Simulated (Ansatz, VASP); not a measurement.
**LiH in VASP and in Ansatz**

```
Li H
1.0
     0.00000    2.12345    2.12345
     2.12345    0.00000    2.12345
     2.12345    2.12345    0.00000
Li H
1 1
Direct
  0.00000 0.00000 0.00000
  0.25000 0.25000 0.25000
```

Alike in both runs: task single point; functional r2SCAN; k mesh 8 × 8 × 8; no spin polarisation.

```csv
,VASP,Ansatz
version,VASP 6.6.1,Ansatz 0.2.0
potentials or method,"VASP PAW PBE potentials, release 64 (Li_sv, H)","plane waves, PAW"
plane-wave cutoff (eV),520,500
occupations,"gaussian, width 0.01 eV",fixed
valence electrons in the cell,4,4
```

Ansatz gave:

| Quantity | Value |
| --- | --- |
| gap on the k mesh at the Fermi level (eV) | 4.77 |

Task: Estimate VASP's values.

Result: gap on the k mesh at the Fermi level (eV): 4.83.

VASP's potentials were made for PBE, not for r2SCAN.

Noted on VASP's run: the cutoff is short for stress, so the pressure is rough.
